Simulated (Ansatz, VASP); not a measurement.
## Ag in VASP and in Ansatz

```
Ag
1.0
     2.64708    0.00000    0.00000
     0.00000    2.64708    0.00000
     0.00000    0.00000    2.64708
Ag
1
Direct
  0.00000 0.00000 0.00000
```

Alike in both runs: functional LDA; k mesh 12 × 12 × 12; occupations fermi-dirac, width 0.1 eV; no spin polarisation.

Ansatz relaxed the structure, and its values are those at the end. VASP's run is a single point on that final structure, the one shown.

|  | VASP | Ansatz |
| --- | --- | --- |
| version | VASP 6.6.1 | Ansatz 0.2.0 |
| potentials or method | VASP PAW LDA potentials, release 64 (Ag), cutoff 520 eV | plane waves (420 eV) with PAW, scalar-relativistic |
| valence electrons in the cell | 11 | 19 |

```csv
,VASP,Ansatz,Ansatz less VASP
pressure (GPa),0.1,0.0,-0.08
```

Ansatz warns that its potentials were made for another functional, while VASP's fit it. LDA's correlation is that of Perdew and Zunger in VASP and of Perdew and Wang (1992) in Ansatz. VASP's potentials hold 11 valence electrons a cell and Ansatz's 19, so a difference there can come from the potentials and not from the codes.
